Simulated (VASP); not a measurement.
A run of VASP 6.6.1 is set up as follows.

The input POSCAR:

```
Nb
1.0
    0.0000000000      2.2207500000      2.1150000000
    2.2207500000      0.0000000000      2.1150000000
    2.2207500000      2.2207500000      0.0000000000
Nb
1
Direct
    0.0000000000      0.0000000000      0.0000000000
```

Contents of INCAR.step1:

```
PREC = Accurate
ENCUT = 520
ISMEAR = 0
SIGMA = 0.15
LREAL = False
LASPH = True
NELM = 80
NBANDS = 12
GGA = PE
ALGO = Normal
EDIFF = 1E-4
LWAVE = True
LCHARG = False
```

The input INCAR.step2:

```
PREC = Accurate
ENCUT = 520
EDIFF = 1E-6
ISMEAR = 0
SIGMA = 0.15
LREAL = False
LASPH = True
NELM = 80
ALGO = Normal
ISIF = 2
LWAVE = False
LCHARG = False
METAGGA = R2SCAN
LMIXTAU = True
NBANDS = 12
ISTART = 1
```

The input KPOINTS:

```
regular mesh
0
Gamma
  20 20 20
```

Potentials or basis: VASP PAW PBE potentials, release 64 (Nb_sv).

Run with:

```bash
$ cat potpaw_PBE.64/Nb_sv/POTCAR > POTCAR
$ cp INCAR.step1 INCAR
$ mpirun -np 1 vasp_std > vasp.out
$ cp INCAR.step2 INCAR
$ mpirun -np 1 vasp_std > vasp.out
```

(1) Estimate the pressure.

Results:

(1) -15.7 GPa.

Caveat: the cell differs from its parent crystal (strain +0.050 along x and y, +0.000 along z); the PAW data sets were made with another functional, which shifts forces and pressure a little.
